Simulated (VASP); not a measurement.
Ba16O (a cell with a defect): single point with PBE+D3(BJ)

The system is Ba16O (a cell with a defect).

```xyz
17
Lattice="10.0400 0.0000 0.0000 0.0000 10.0400 0.0000 0.0000 0.0000 10.0400" Properties=species:S:1:pos:R:3 pbc="T T T"
Ba   -0.0305    0.0251    0.2388
Ba    5.1217   -0.0477   -0.0216
Ba    0.0338    4.8836   -0.0261
Ba   -0.0307    0.0249    4.7722
Ba    2.5601    2.4155    2.5054
Ba    4.9768    5.0772   -0.0129
Ba    5.1218   -0.0476    5.0324
Ba    7.3959    2.6347    2.5052
Ba    0.0337    4.8837    5.0370
Ba    2.2756    7.7220    2.5054
Ba    2.5858    2.4357    7.5256
Ba    4.9769    5.0772    5.0238
Ba    7.8362    7.6035    2.5052
Ba    7.4743    2.5392    7.5257
Ba    2.4651    7.5543    7.5256
Ba    7.5936    7.4531    7.5257
O     0.3157    9.2422    2.5055
```

```json
{
 "Program": "VASP 6.6.1",
 "Task": "single point",
 "Functional": "PBE",
 "Dispersion": "D3(BJ)",
 "Potentials or basis": "VASP PAW PBE potentials, release 64 (Ba_sv, O)",
 "Cutoff": "520 eV",
 "k mesh": "2 × 2 × 2",
 "Occupations": "gaussian, width 0.15 eV",
 "Spin": "no spin polarisation"
}
```

* Pressure: -0.2 GPa
* Largest force: 0.356 eV/Å
* Band gap on the k mesh: zero (bands 83 and 84 overlap by 0.43 eV)
* Dispersion energy per atom: -0.192 eV

Forces in eV/Å, atoms in the order of the input:
```
Ba  -0.031  0.116 -0.276
Ba  -0.025  0.000  0.010
Ba   0.011 -0.002 -0.002
Ba  -0.030  0.117  0.276
Ba   0.045  0.062  0.000
Ba   0.009  0.027  0.003
Ba  -0.025  0.000 -0.009
Ba   0.019 -0.003  0.001
Ba   0.012 -0.002  0.002
Ba   0.192 -0.174  0.000
Ba   0.012 -0.001  0.000
Ba   0.010  0.027 -0.003
Ba   0.071  0.039  0.000
Ba  -0.004 -0.005  0.000
Ba  -0.002  0.007 -0.001
Ba   0.012  0.018  0.000
O   -0.277 -0.223 -0.001
```

Stress tensor (GPa, compression positive):
```
-0.26 -0.11  0.00
-0.11 -0.17  0.00
 0.00  0.00 -0.19
```

Levels at points of the mesh, in eV from the Fermi level:
| k point | band 80 | band 81 | band 82 | band 83 | band 84 | band 85 | band 86 | band 87 |
| --- | --- | --- | --- | --- | --- | --- | --- | --- |
| (0.00, 0.00, 0.00) | -0.71 | -0.64 | -0.39 | -0.25 | 0.44 | 0.45 | 0.47 | 0.49 |
| (0.50, 0.00, 0.00) | -0.31 | -0.28 | -0.28 | -0.26 | -0.18 | -0.04 | 0.14 | 0.46 |
| (0.00, 0.50, 0.00) | -0.33 | -0.29 | -0.25 | -0.21 | -0.12 | -0.04 | 0.13 | 0.47 |
| (0.00, 0.00, 0.50) | -0.31 | -0.31 | -0.29 | -0.25 | -0.20 | -0.08 | 0.05 | 0.52 |
| (0.50, 0.50, 0.00) | -0.27 | -0.26 | -0.22 | -0.21 | 0.11 | 0.14 | 0.19 | 0.27 |
| (0.00, 0.50, 0.50) | -0.27 | -0.24 | -0.23 | -0.22 | 0.10 | 0.13 | 0.14 | 0.20 |
| (0.50, 0.00, 0.50) | -0.24 | -0.23 | -0.21 | -0.19 | -0.05 | 0.12 | 0.18 | 0.21 |
| (0.50, 0.50, 0.50) | 0.20 | 0.22 | 0.23 | 0.23 | 0.24 | 0.26 | 0.27 | 0.29 |

Wall time 49 min on 1 thread of Oxide Virtual Turin-like Processor, with other jobs on the host, peak memory 1.2 GiB.

Caveat: spin-orbit coupling is left out, which moves the levels of the heavy elements.
